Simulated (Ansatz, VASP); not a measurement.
**One calculation of Sc, two programs**

```
Sc
1.0
     0.00000    2.29508    2.29508
     2.29508    0.00000    2.29508
     2.29508    2.29508    0.00000
Sc
1
Cartesian
  0.0000 0.0000 0.0000
```

Alike in both runs: task single point; functional r2SCAN; k mesh 13 × 13 × 13; occupations fermi-dirac, width 0.1 eV; no spin polarisation.

|  | VASP | Ansatz |
| --- | --- | --- |
| version | VASP 6.6.1 | Ansatz 0.2.0 |
| potentials or method | VASP PAW PBE potentials, release 64 (Sc_sv), cutoff 520 eV | plane waves (500 eV) with PAW, scalar-relativistic |
| valence electrons in the cell | 11 | 11 |

Ansatz gave:

* pressure (GPa): 2.2

Question: What did VASP give for the same quantities?

Answer: Pressure (GPa): 2.4.

VASP's potentials were made for PBE, not for r2SCAN. With one functional, cell and mesh, what is left measures potentials, basis and numerics.
